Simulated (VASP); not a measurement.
Input of a VASP 6.6.1 run:

INCAR

```
SYSTEM = Re2Os
  ALGO = Fast
  EDIFF = 1E-6
  ENCUT = 520
  GGA = PE
  ISIF = 2
  ISMEAR = 0
  LASPH = .TRUE.
  LCHARG = .FALSE.
  LREAL = .FALSE.
  LWAVE = .FALSE.
  NBANDS = 18
  NELM = 100
  PREC = Accurate
  SIGMA = 0.1
```

The input KPOINTS:

```
k-points
0
G
  6 6 6
  0 0 0
```

POSCAR

```
Re2Os
1.0
    4.3603610845      0.0000000000      0.0000000000
   -2.1801805423      3.7761834688      0.0000000000
    0.0000000000      0.0000000000      2.7315483294
Re Os
2 1
Direct
    0.3333333333      0.6666666667      0.5000000000
    0.6666666667      0.3333333333      0.5000000000
    0.0000000000      0.0000000000      0.0000000000
```

Potentials or basis: VASP PAW PBE potentials, release 64 (Re, Os).

Command:

```console
$ cat potpaw_PBE.64/Re/POTCAR potpaw_PBE.64/Os/POTCAR > POTCAR
$ mpirun -np 1 vasp_std > vasp.out
```

(1) Predict the band gap on the k mesh.

(2) Estimate the pressure.

Answers

(1) zero (bands 11 and 12 overlap by 2.64 eV).

(2) -0.8 GPa.

Caveat: the k points lie up to 0.38 Å⁻¹ apart, too coarse for converged energies and pressures of a metal; spin-orbit coupling is left out, which moves the levels of the heavy elements.
